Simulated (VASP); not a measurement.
# Mg (Im-3m) in VASP: notebook

Runs on Mg. Level: LDA. Tasks: electric field gradients.

Everything below comes from runs of VASP 6.6.1. Logs are shortened: lines on timing, memory, paths and dates and some standing lists are left out, and cuts for length are marked.

### Step 1. The cell of the first run

It takes space group Im-3m (No. 229, cubic). The conventional cell has a = 2.953 Å, b = 2.953 Å, c = 2.953 Å, α = 90.00°, β = 90.00°, γ = 90.00°. Within 3.4 Å of Mg (site symmetry m-3m) lie 14 Mg at 2.56 to 2.95 Å.

### Step 2. Electric field gradients, LDA

INCAR

```
SYSTEM = Mg
  PREC = Accurate
  ENCUT = 520
  EDIFF = 1E-8
  ISMEAR = -1
  SIGMA = 0.03
  LREAL = .False.
  LASPH = .True.
  NELM = 100
  ALGO = Normal
  ISIF = 2
  LWAVE = .False.
  LCHARG = .False.
  GGA = CA
  LEFG = .True.
  NBANDS = 7
```

KPOINTS

```
regular mesh
0
Gamma
  19 19 19
  0 0 0
```

POSCAR

```
Mg
1.0
   -1.4765000000      1.4765000000      1.4765000000
    1.4765000000     -1.4765000000      1.4765000000
    1.4765000000      1.4765000000     -1.4765000000
Mg
1
Direct
    0.0000000000      0.0000000000      0.0000000000
```

Potentials or basis: VASP PAW LDA potentials, release 64 (Mg).

On the command line:

```sh
$ cat potpaw_LDA.64/Mg/POTCAR > POTCAR
$ mpirun -np 1 vasp_std > vasp.out
```

OUTCAR:

```text
SYSTEM = Mg
   PREC = Accurate
   ENCUT = 520
   EDIFF = 1E-8
   ISMEAR = -1
   LREAL = .False.
   LASPH = .True.
   NELM = 100
   ISIF = 2
   GGA = CA

 ion  position               nearest neighbor table
   1  0.000  0.000  0.000-

  LATTYP: Found a body centered cubic cell.
 ALAT       =     2.9530000000

  Lattice vectors:

 A1 = (  -1.4765000000,   1.4765000000,   1.4765000000)
 A2 = (   1.4765000000,  -1.4765000000,   1.4765000000)
 A3 = (   1.4765000000,   1.4765000000,  -1.4765000000)

Analysis of symmetry for initial positions (statically):
=====================================================================
 Subroutine PRICEL returns:
 Original cell was already a primitive cell.

 Routine SETGRP: Setting up the symmetry group for a
 body centered cubic supercell.

 Subroutine GETGRP returns: Found 48 space group operations
 (whereof 48 operations were pure point group operations)
 out of a pool of 48 trial point group operations.

The static configuration has the point symmetry O_h .

Analysis of symmetry for dynamics (positions and initial velocities):
=====================================================================
 Subroutine PRICEL returns:
 Original cell was already a primitive cell.

 Routine SETGRP: Setting up the symmetry group for a
 body centered cubic supercell.

 Subroutine GETGRP returns: Found 48 space group operations
 (whereof 48 operations were pure point group operations)
 out of a pool of 48 trial point group operations.

The dynamic configuration has the point symmetry O_h .

 Subroutine INISYM returns: Found 48 space group operations
 (whereof 48 operations are pure point group operations),
 and found     1 'primitive' translations

----------------------------------------------------------------------------------------

                                     Primitive cell

  volume of cell :      12.8754

  direct lattice vectors                    reciprocal lattice vectors
    -1.476500000  1.476500000  1.476500000     0.000000000  0.338638673  0.338638673
     1.476500000 -1.476500000  1.476500000     0.338638673  0.000000000  0.338638673
     1.476500000  1.476500000 -1.476500000     0.338638673  0.338638673  0.000000000

  length of vectors
[... 109 lines left out ...]
   LEPSILON=     F    determine dielectric tensor
   LRPA    =     F    only Hartree local field effects (RPA)
 non-spin polarized calculation
  energy-cutoff  :      520.00
  volume of cell :       12.88
 maximum number of plane-waves:       370
   NGX =  9   NGY =  9   NGZ =  9

 number of electron       2.0000000 magnetization

 Free energy of the ion-electron system (eV)
  ---------------------------------------------------
  ext. energy  EPLUGINS =         0.00000000
  ---------------------------------------------------
  free energy    TOTEN  =        -0.80686013 eV

  energy without entropy =       -0.80589643  energy(sigma->0) =       -0.80637828

 E-fermi :   6.4314     XC(G=0): -10.7610

 val. band max:        6.4105824442   @ k =   0.3684   0.1579   0.1053
 cond. band min:       6.4450863444   @ k =   0.3684   0.1053   0.1053
 fundamental gap:      0.0345039002
 Fermi energy:         6.4313668348

 k-point     1 :       0.0000    0.0000    0.0000
  band No.  band energies     occupation
      1      -3.4311      2.00000
      2      23.6435      0.00000
      3      23.6435      0.00000
      4      23.6435      0.00000
      5      26.5077      0.00000
      6      26.5077      0.00000
      7      28.4386      0.00000
[... 221 lines left out ...]
 k-point    24 :       0.3158    0.1053    0.0000
  band No.  band energies     occupation
      1       1.3550      2.00000
      2       9.4838      0.00000
      3      15.6010      0.00000
      4      20.5905      0.00000
      5      22.7075      0.00000
      6      26.5200      0.00000
      7      30.1083      0.00000

 [... further k-points ...]
[... 5 lines left out ...]
  --------------------------------------------------------------------------------------
  -------------------------------------------------------------------------------------
  Total        4.4930317      4.4930317      4.4930317      0.0000000      0.0000000      0.0000000
  in kB      559.1002909    559.1002909    559.1002909      0.0000000      0.0000000      0.0000000
  external PRESSURE =     559.1002909 kB  Pullay stress =       0.0000000 kB

 VOLUME and BASIS-vectors are now :
 -----------------------------------------------------------------------------
  energy-cutoff  :      520.00
  volume of cell :       12.88
      direct lattice vectors                 reciprocal lattice vectors
    -1.476500000  1.476500000  1.476500000     0.000000000  0.338638673  0.338638673
     1.476500000 -1.476500000  1.476500000     0.338638673  0.000000000  0.338638673
     1.476500000  1.476500000 -1.476500000     0.338638673  0.338638673  0.000000000

 POSITION                                       TOTAL-FORCE (eV/Angst)
 -----------------------------------------------------------------------------------
      0.00000      0.00000      0.00000        -0.000000     -0.000000     -0.000000
 -----------------------------------------------------------------------------------
    total drift:                                0.000000      0.000000     -0.000000

  FREE ENERGIE OF THE ION-ELECTRON SYSTEM (eV)
  ---------------------------------------------------
  free  energy   TOTEN  =        -0.8068601315 eV

  energy  without entropy=       -0.8058964280  energy(sigma->0) =       -0.80637828

 Electric field gradients (V/A^2)
---------------------------------------------------------------------
 ion       V_xx      V_yy      V_zz      V_xy      V_xz      V_yz
---------------------------------------------------------------------
   1      -0.000    -0.000    -0.000     0.000     0.000     0.000
---------------------------------------------------------------------

 Electric field gradients after diagonalization (V/A^2)
 (convention: |V_zz| > |V_xx| > |V_yy|)
----------------------------------------------------------------------
 ion       V_xx      V_yy      V_zz     asymmetry (V_yy - V_xx)/ V_zz
----------------------------------------------------------------------
   1      -0.000    -0.000     0.000       0.000
----------------------------------------------------------------------

           NMR quadrupolar parameters

 Cq : quadrupolar parameter    Cq=e*Q*V_zz/h
 eta: asymmetry parameters     (V_yy - V_xx)/ V_zz
 Q  : nuclear electric quadrupole moment in mb (millibarn)
----------------------------------------------------------------------
 ion       Cq(MHz)       eta       Q (mb)
----------------------------------------------------------------------
   1       0.000       0.000       1.000
----------------------------------------------------------------------
```

OSZICAR:

```text
N       E                     dE             d eps       ncg     rms          rms(c)
DAV:   1     0.966829761539E-01    0.96683E-01   -0.94985E+02  3647   0.205E+02
DAV:   2    -0.850153918528E+00   -0.94684E+00   -0.90749E+00  4256   0.144E+01
DAV:   3    -0.852548892532E+00   -0.23950E-02   -0.23939E-02  3745   0.792E-01
DAV:   4    -0.852551110402E+00   -0.22179E-05   -0.22177E-05  4375   0.186E-02
DAV:   5    -0.852551114806E+00   -0.44039E-08   -0.41971E-08  3787   0.507E-04    0.748E-01
DAV:   6    -0.824150755627E+00    0.28400E-01   -0.34593E-04  3360   0.117E-01    0.476E-01
DAV:   7    -0.807029498751E+00    0.17121E-01   -0.82099E-04  3276   0.181E-01    0.195E-02
DAV:   8    -0.806872065212E+00    0.15743E-03   -0.22406E-05  3892   0.292E-02    0.590E-03
DAV:   9    -0.806860630319E+00    0.11435E-04   -0.47735E-06  3535   0.131E-02    0.707E-04
DAV:  10    -0.806860143633E+00    0.48669E-06   -0.72830E-08  3717   0.166E-03    0.129E-04
DAV:  11    -0.806860131131E+00    0.12502E-07   -0.21522E-09  3129   0.302E-04    0.970E-06
DAV:  12    -0.806860131530E+00   -0.39884E-09   -0.67272E-11  1715   0.366E-05
   1 F= -.80686013E+00 E0= -.80637828E+00  d E =-.963703E-03
```

Run time: 16 s. Hardware: 1 thread of Intel Xeon Platinum 8259CL at 2.50GHz (Skylake/Cascade Lake), shared host; peak memory 0.13 GiB.

What came out:

* Free energy: -0.8069 eV
* Pressure: 55.9 GPa
* Band gap on the k mesh: zero (band 1 reaches 9.75 eV, above the bottom of band 2 at 5.50 eV)

Levels at points of the mesh, in eV from the Fermi level:
| k point | band 1 | band 2 | band 3 | band 4 | band 5 | band 6 |
| --- | --- | --- | --- | --- | --- | --- |
| (0.00, 0.00, 0.00) | -9.86 | 17.21 | 17.21 | 17.21 | 20.08 | 20.08 |

Caveat: without QUAD_EFG the Cq values of the log hold for a quadrupole moment of 1 mb, not for the nuclei.

### Step 3. Electric field gradients, LDA (volume scaled by 0.94)

INCAR

```
SYSTEM = Mg
ALGO = Normal
EDIFF = 1E-8
ENCUT = 520
ISIF = 2
ISMEAR = -1
LASPH = .True.
LCHARG = .False.
LEFG = .True.
LREAL = .False.
LWAVE = .False.
NBANDS = 7
NELM = 80
PREC = Accurate
SIGMA = 0.03
```

KPOINTS

```
k-points
0
Gamma
  19 19 19
  0 0 0
```

POSCAR

```
Mg
1.0
   -1.4463588895      1.4463588895      1.4463588895
    1.4463588895     -1.4463588895      1.4463588895
    1.4463588895      1.4463588895     -1.4463588895
Mg
1
Direct
    0.0000000000      0.0000000000      0.0000000000
```

Potentials or basis: VASP PAW LDA potentials, release 64 (Mg).

On the command line:

```sh
$ cat potpaw_LDA.64/Mg/POTCAR > POTCAR
$ mpirun -np 1 vasp_std > vasp.out
```

OUTCAR:

```text
SYSTEM = Mg
   EDIFF = 1E-8
   ENCUT = 520
   ISIF = 2
   ISMEAR = -1
   LASPH = .True.
   LREAL = .False.
   NELM = 80
   PREC = Accurate

 ion  position               nearest neighbor table
   1  0.000  0.000  0.000-

  LATTYP: Found a body centered cubic cell.
 ALAT       =     2.8927177790

  Lattice vectors:

 A1 = (  -1.4463588895,   1.4463588895,   1.4463588895)
 A2 = (   1.4463588895,  -1.4463588895,   1.4463588895)
 A3 = (   1.4463588895,   1.4463588895,  -1.4463588895)

Analysis of symmetry for initial positions (statically):
=====================================================================
 Subroutine PRICEL returns:
 Original cell was already a primitive cell.

 Routine SETGRP: Setting up the symmetry group for a
 body centered cubic supercell.

 Subroutine GETGRP returns: Found 48 space group operations
 (whereof 48 operations were pure point group operations)
 out of a pool of 48 trial point group operations.

The static configuration has the point symmetry O_h .

Analysis of symmetry for dynamics (positions and initial velocities):
=====================================================================
 Subroutine PRICEL returns:
 Original cell was already a primitive cell.

 Routine SETGRP: Setting up the symmetry group for a
 body centered cubic supercell.

 Subroutine GETGRP returns: Found 48 space group operations
 (whereof 48 operations were pure point group operations)
 out of a pool of 48 trial point group operations.

The dynamic configuration has the point symmetry O_h .

[... 142 lines left out ...]

 E-fermi :   6.9644     XC(G=0): -11.0111

 val. band max:        6.9613528514   @ k =   0.3684   0.1579   0.1053
 cond. band min:       6.9658849683   @ k =  -0.4737  -0.4737   0.2632
 fundamental gap:      0.0045321169
 Fermi energy:         6.9643603481

 k-point     1 :       0.0000    0.0000    0.0000
  band No.  band energies     occupation
      1      -3.2335      2.00000
      2      24.7151      0.00000
      3      24.7151      0.00000
      4      24.7151      0.00000
      5      27.6817      0.00000
      6      27.6817      0.00000
      7      29.6883      0.00000
[... 221 lines left out ...]
 k-point    24 :       0.3158    0.1053    0.0000
  band No.  band energies     occupation
      1       1.7397      2.00000
      2      10.1175      0.00000
      3      16.4116      0.00000
      4      21.8552      0.00000
      5      23.8327      0.00000
      6      27.8795      0.00000
      7      31.6193      0.00000

 [... further k-points ...]
[... 5 lines left out ...]
  --------------------------------------------------------------------------------------
  -------------------------------------------------------------------------------------
  Total        5.3492388      5.3492388      5.3492388      0.0000000      0.0000000      0.0000000
  in kB      708.1322460    708.1322460    708.1322460      0.0000000      0.0000000      0.0000000
  external PRESSURE =     708.1322460 kB  Pullay stress =       0.0000000 kB

 VOLUME and BASIS-vectors are now :
 -----------------------------------------------------------------------------
  energy-cutoff  :      520.00
  volume of cell :       12.10
      direct lattice vectors                 reciprocal lattice vectors
    -1.446358889  1.446358889  1.446358889     0.000000000  0.345695666  0.345695666
     1.446358889 -1.446358889  1.446358889     0.345695666  0.000000000  0.345695666
     1.446358889  1.446358889 -1.446358889     0.345695666  0.345695666  0.000000000

 POSITION                                       TOTAL-FORCE (eV/Angst)
 -----------------------------------------------------------------------------------
      0.00000      0.00000      0.00000         0.000000      0.000000      0.000000
 -----------------------------------------------------------------------------------
    total drift:                                0.000000      0.000000      0.000000

  FREE ENERGIE OF THE ION-ELECTRON SYSTEM (eV)
  ---------------------------------------------------
  free  energy   TOTEN  =        -0.5027166695 eV

  energy  without entropy=       -0.5017495543  energy(sigma->0) =       -0.50223311

 Electric field gradients (V/A^2)
---------------------------------------------------------------------
 ion       V_xx      V_yy      V_zz      V_xy      V_xz      V_yz
---------------------------------------------------------------------
   1      -0.000     0.000    -0.000     0.000     0.000     0.000
---------------------------------------------------------------------

 Electric field gradients after diagonalization (V/A^2)
 (convention: |V_zz| > |V_xx| > |V_yy|)
----------------------------------------------------------------------
 ion       V_xx      V_yy      V_zz     asymmetry (V_yy - V_xx)/ V_zz
----------------------------------------------------------------------
   1      -0.000    -0.000     0.000       0.000
----------------------------------------------------------------------

           NMR quadrupolar parameters

 Cq : quadrupolar parameter    Cq=e*Q*V_zz/h
 eta: asymmetry parameters     (V_yy - V_xx)/ V_zz
 Q  : nuclear electric quadrupole moment in mb (millibarn)
----------------------------------------------------------------------
 ion       Cq(MHz)       eta       Q (mb)
----------------------------------------------------------------------
   1       0.000       0.000       1.000
----------------------------------------------------------------------
```

stdout:

```text
POSCAR found type information on POSCAR Mg
 POSCAR found :  1 types and       1 ions
 scaLAPACK will be used
 LDA part: xc-table for (Slater(with rela. corr.)+CA(PZ))
 , standard interpolation
 POSCAR, INCAR and KPOINTS ok, starting setup
 FFT: planning ... GRIDC
 FFT: planning ... GRID_SOFT
 FFT: planning ... GRID
 WAVECAR not read
 entering main loop
ion   1
```

It took 9.6 s on 1 thread of Intel Xeon Platinum 8559C (Emerald Rapids), shared host; peak memory 0.13 GiB.

Results:

| Item | Value |
| --- | --- |
| Free energy | -0.5027 eV |
| Pressure | 70.8 GPa |
| Band gap on the k mesh | zero (band 1 reaches 10.27 eV, above the bottom of band 2 at 6.03 eV) |

Caveat: without QUAD_EFG the Cq values of the log hold for a quadrupole moment of 1 mb, not for the nuclei.

[end of part 1 of 2]
